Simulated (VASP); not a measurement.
# S (Fd-3m) in VASP: further runs

The runs below take S through single point, with PBE.

Everything below comes from runs of VASP 6.6.1. Logs are shortened: lines on timing, memory, paths and dates and some standing lists are left out, and cuts for length are marked.

## Step 1: The cell of the first run

The structure is cubic, space group Fd-3m (No. 227). Conventional cell: a = 5.103 Å, b = 5.103 Å, c = 5.103 Å, α = 90.00°, β = 90.00°, γ = 90.00°. S (site symmetry -43m) has 4 S at 2.21 Å within 2.9 Å.

## Step 2: Single point, PBE

Contents of INCAR:

```
SYSTEM = S
PREC     = Accurate       ! precision mode
ENCUT    = 520            ! plane-wave cutoff, eV
EDIFF    = 1E-6           ! SCF threshold, eV
ISMEAR   = 1              ! smearing method
SIGMA    = 0.05           ! smearing width, eV
LREAL    = .FALSE.        ! projectors in reciprocal space
LASPH    = .TRUE.         ! aspherical terms in the spheres
NELM     = 100            ! most SCF steps
ALGO     = Normal         ! electronic algorithm
ISIF     = 2              ! what is computed and relaxed
LWAVE    = .FALSE.        ! write WAVECAR
LCHARG   = .FALSE.        ! write CHGCAR
GGA      = PE             ! functional
NBANDS   = 13             ! bands
```

Contents of KPOINTS:

```
regular mesh
0
G
  14 14 14
  0 0 0
```

Contents of POSCAR:

```
S
1.0
    0.0000000000      2.5517302272      2.5517302272
    2.5517302272      0.0000000000      2.5517302272
    2.5517302272      2.5517302272      0.0000000000
S
2
Direct
    0.0000000000      0.0000000000      0.0000000000
    0.2500000000      0.2500000000      0.2500000000
```

Potentials or basis: VASP PAW PBE potentials, release 64 (S).

Run with:

```console
$ cat potpaw_PBE.64/S/POTCAR > POTCAR
$ mpirun -np 1 vasp_std > vasp.out
```

OUTCAR:

```text
SYSTEM = S
   PREC = Accurate
   ENCUT = 520
   EDIFF = 1E-6
   ISMEAR = 1
   LREAL = .FALSE.
   LASPH = .TRUE.
   NELM = 100
   ISIF = 2
   GGA = PE

 ion  position               nearest neighbor table
   1  0.000  0.000  0.000-   2 2.21   2 2.21   2 2.21   2 2.21
   2  0.250  0.250  0.250-   1 2.21   1 2.21   1 2.21   1 2.21

  LATTYP: Found a face centered cubic cell.
 ALAT       =     5.1034604544

  Lattice vectors:

 A1 = (   0.0000000000,   2.5517302272,   2.5517302272)
 A2 = (   2.5517302272,   0.0000000000,   2.5517302272)
 A3 = (   2.5517302272,   2.5517302272,   0.0000000000)

Analysis of symmetry for initial positions (statically):
=====================================================================
 Subroutine PRICEL returns:
 Original cell was already a primitive cell.

 Routine SETGRP: Setting up the symmetry group for a
 face centered cubic supercell.

 Subroutine GETGRP returns: Found 48 space group operations
 (whereof 24 operations were pure point group operations)
 out of a pool of 48 trial point group operations.

The static configuration has the point symmetry T_d .
 The point group associated with its full space group is O_h .

Analysis of symmetry for dynamics (positions and initial velocities):
=====================================================================
 Subroutine PRICEL returns:
 Original cell was already a primitive cell.

 Routine SETGRP: Setting up the symmetry group for a
 face centered cubic supercell.

 Subroutine GETGRP returns: Found 48 space group operations
 (whereof 24 operations were pure point group operations)
 out of a pool of 48 trial point group operations.

The dynamic configuration has the point symmetry T_d .
 The point group associated with its full space group is O_h .

 Subroutine INISYM returns: Found 48 space group operations
 (whereof 24 operations are pure point group operations),
 and found     1 'primitive' translations

----------------------------------------------------------------------------------------

                                     Primitive cell

  volume of cell :      33.2303

  direct lattice vectors                    reciprocal lattice vectors
     0.000000000  2.551730227  2.551730227    -0.195945478  0.195945478  0.195945478
     2.551730227  0.000000000  2.551730227     0.195945478 -0.195945478  0.195945478
     2.551730227  2.551730227  0.000000000     0.195945478  0.195945478 -0.195945478

  length of vectors
     3.608691495  3.608691495  3.608691495     0.339387524  0.339387524  0.339387524
[... 85 lines left out ...]
   IBRION =     -1    ionic relax: 0-MD 1-quasi-New 2-CG
   NFREE  =      0    steps in history (QN), initial steepest desc. (CG)
   ISIF   =      2    stress and relaxation
   ISYM   =      2    0-nonsym 1-usesym 2-fastsym
   POTIM  = 0.5000    time-step for ionic-motion
   TEBEG  =    0.0;   TEEND  =   0.0 temperature during run
   PSTRESS=    0.0 pullay stress
   NELECT =      12.0000    total number of electrons
   NUPDOWN=      -1.0000    fix difference up-down
   EMIN   =  10.00;   EMAX   =-10.00  energy-range for DOS
   EFERMI =   0.00;   METHOD = LEGACY
   ISMEAR =     1;   SIGMA  =   0.05  broadening in eV -4-tet -1-fermi 0-gaus
   EFERMI_NEDOS =   21; number of points for ismear=-14 and -15
   IALGO  =     38    algorithm
   IMIX   =      4    mixing-type and parameters
     AMIX     =   0.40;   BMIX     =  1.00
     AMIX_MAG =   1.60;   BMIX_MAG =  1.00
  volume/ion in A,a.u.               =      16.62       112.12
  Fermi-wavevector in a.u.,A,eV,Ry     =   1.165799  2.203041 18.491518  1.359088
  Thomas-Fermi vector in A             =   2.302321
   LORBIT       =      0    0 simple, 1 ext, 2 COOP (PROOUT), +10 PAW based schemes
   GGA     = PE    functional components
   LHFCALC =     F    Hartree Fock is set to
   AEXX    =    0.0000 exact exchange contribution
   IVDW    =     0    specifies the selected vdW correction
   LEPSILON=     F    determine dielectric tensor
   LRPA    =     F    only Hartree local field effects (RPA)
 non-spin polarized calculation
 Methfessel and Paxton  Order N= 1 SIGMA  =   0.05
  energy-cutoff  :      520.00
  volume of cell :       33.23
 maximum number of plane-waves:       934
   NGX = 13   NGY = 13   NGZ = 13

 number of electron      11.9999997 magnetization

 Free energy of the ion-electron system (eV)
  ---------------------------------------------------
  ext. energy  EPLUGINS =         0.00000000
  ---------------------------------------------------
  free energy    TOTEN  =        -5.13374432 eV

  energy without entropy =       -5.13328465  energy(sigma->0) =       -5.13359110

 E-fermi :   7.8718     XC(G=0): -10.4670

 val. band max:        7.8697532778   @ k =  -0.4286   0.1429   0.0000
 cond. band min:       7.8802934202   @ k =   0.2143   0.1429   0.0000
 fundamental gap:      0.0105401425
 Fermi energy:         7.8718385755

 k-point     1 :       0.0000    0.0000    0.0000
  band No.  band energies     occupation
      1     -11.1872      2.00000
      2       0.9644      2.00000
      3       2.4803      2.00000
      4       2.4803      2.00000
      5       2.4803      2.00000
      6       6.2791      2.00000
      7       6.2791      2.00000
      8       6.2791      2.00000
      9      13.9038      0.00000
     10      14.8578      0.00000
     11      14.8578      0.00000
     12      18.8173      0.00000
     13      18.8173      0.00000
[... 354 lines left out ...]
  band No.  band energies     occupation
      1     -10.2837      2.00000
      2      -3.0106      2.00000
      3       1.1198      2.00000
      4       1.2638      2.00000
      5       4.9316      2.00000
      6       6.2404      2.00000
      7       8.2913     -0.00000
      8       8.7365     -0.00000
      9      13.0418      0.00000
     10      15.5911      0.00000
     11      16.1725      0.00000
     12      19.3294      0.00000
     13      20.5157      0.00000

 [... further k-points ...]
[... 5 lines left out ...]
  --------------------------------------------------------------------------------------
  -------------------------------------------------------------------------------------
  Total        6.1941797      6.1941797      6.1941797      0.0000000      0.0000000      0.0000000
  in kB      298.6483470    298.6483470    298.6483470      0.0000000      0.0000000      0.0000000
  external PRESSURE =     298.6483470 kB  Pullay stress =       0.0000000 kB

 VOLUME and BASIS-vectors are now :
 -----------------------------------------------------------------------------
  energy-cutoff  :      520.00
  volume of cell :       33.23
      direct lattice vectors                 reciprocal lattice vectors
     0.000000000  2.551730227  2.551730227    -0.195945478  0.195945478  0.195945478
     2.551730227  0.000000000  2.551730227     0.195945478 -0.195945478  0.195945478
     2.551730227  2.551730227  0.000000000     0.195945478  0.195945478 -0.195945478

 POSITION                                       TOTAL-FORCE (eV/Angst)
 -----------------------------------------------------------------------------------
      0.00000      0.00000      0.00000        -0.000000     -0.000000     -0.000000
      1.27587      1.27587      1.27587         0.000000      0.000000      0.000000
 -----------------------------------------------------------------------------------
    total drift:                                0.000000      0.000000      0.000000

  FREE ENERGIE OF THE ION-ELECTRON SYSTEM (eV)
  ---------------------------------------------------
  free  energy   TOTEN  =        -5.1337443182 eV

  energy  without entropy=       -5.1332846540  energy(sigma->0) =       -5.13359110
```

OSZICAR:

```text
N       E                     dE             d eps       ncg     rms          rms(c)
DAV:   1     0.412718886725E+02    0.41272E+02   -0.54564E+03  2704   0.794E+02
DAV:   2    -0.309884038765E+01   -0.44371E+02   -0.41698E+02  3682   0.146E+02
DAV:   3    -0.513493201922E+01   -0.20361E+01   -0.20189E+01  3514   0.297E+01
DAV:   4    -0.515254208740E+01   -0.17610E-01   -0.17606E-01  3289   0.336E+00
DAV:   5    -0.515278761649E+01   -0.24553E-03   -0.24552E-03  3572   0.384E-01    0.295E+01
DAV:   6    -0.513898321044E+01    0.13804E-01   -0.71829E-03  3244   0.499E-01    0.176E+01
DAV:   7    -0.513383280719E+01    0.51504E-02   -0.12250E-02  3304   0.673E-01    0.103E-01
DAV:   8    -0.513374048491E+01    0.92322E-04   -0.81392E-04  3229   0.184E-01    0.415E-02
DAV:   9    -0.513374108769E+01   -0.60278E-06   -0.50719E-05  3504   0.447E-02    0.187E-02
DAV:  10    -0.513374368925E+01   -0.26016E-05   -0.27849E-06  3269   0.110E-02    0.114E-02
DAV:  11    -0.513374431822E+01   -0.62897E-06   -0.87876E-07  2745   0.650E-03
   1 F= -.51337443E+01 E0= -.51335911E+01  d E =-.459664E-03
```

It took 31 s on 1 thread of Intel Xeon Platinum 8375C at 2.90GHz (Ice Lake), shared host; peak memory 0.17 GiB.

Results:

* Free energy: -5.1337 eV
* Pressure: 29.9 GPa
* Band gap on the k mesh: zero (band 6 reaches 9.01 eV, above the bottom of band 7 at 6.28 eV)

Levels at points of the mesh, in eV from the Fermi level:
| k point | band 3 | band 4 | band 5 | band 6 | band 7 | band 8 | band 9 | band 10 |
| --- | --- | --- | --- | --- | --- | --- | --- | --- |
| (0.00, 0.00, 0.00) | -5.39 | -5.39 | -5.39 | -1.59 | -1.59 | -1.59 | 6.03 | 6.99 |
| (0.50, 0.00, 0.00) | -6.50 | -6.50 | -4.71 | -0.06 | -0.06 | 4.24 | 8.02 | 8.68 |
| (0.50, 0.50, 0.00) | -7.82 | -7.82 | -2.75 | -2.75 | 4.15 | 4.15 | 7.92 | 7.92 |

## Step 3: Single point, PBE

This run uses another cell than the first one, of 18.19 Å³/atom, 1.095 times its volume.

Contents of INCAR:

```
  ALGO = Normal
  EDIFF = 1E-6
  ENCUT = 520
  GGA = PE
  ISIF = 2
  ISMEAR = 1
  LASPH = True
  LCHARG = True
  LELF = True
  LREAL = False
  LVHAR = True
  LWAVE = False
  NBANDS = 13
  NELM = 80
  PREC = Accurate
  SIGMA = 0.05
```

Contents of KPOINTS:

```
k-points
0
Gamma
  14 14 14
```

Contents of POSCAR:

```
S
1.0
    0.0000000000      2.6298545336      2.6298545336
    2.6298545336      0.0000000000      2.6298545336
    2.6298545336      2.6298545336      0.0000000000
S
2
Direct
    0.0000000000      0.0000000000      0.0000000000
    0.2500000000      0.2500000000      0.2500000000
```

Potentials or basis: VASP PAW PBE potentials, release 64 (S).

Run with:

```console
$ cat potpaw_PBE.64/S/POTCAR > POTCAR
$ mpirun -np 1 vasp_std > vasp.out
```

It took 31 s on 1 thread of Intel Xeon Platinum 8375C at 2.90GHz (Ice Lake), shared host; peak memory 0.17 GiB.

It converged, with:

| Quantity | Value |
| --- | --- |
| Free energy | -5.6202 eV |
| Pressure | 19.8 GPa |
| Band gap on the k mesh | zero (band 6 reaches 7.61 eV, above the bottom of band 7 at 5.29 eV) |

Levels at points of the mesh, in eV from the Fermi level:
```tsv
k point	band 4	band 5	band 6	band 7	band 8	band 9
(0.00, 0.00, 0.00)	-5.03	-5.03	-1.44	-1.44	-1.44	5.86
(0.50, 0.00, 0.00)	-6.04	-4.73	0.02	0.02	3.59	7.79
(0.50, 0.50, 0.00)	-7.24	-2.55	-2.55	3.59	3.59	7.44
```
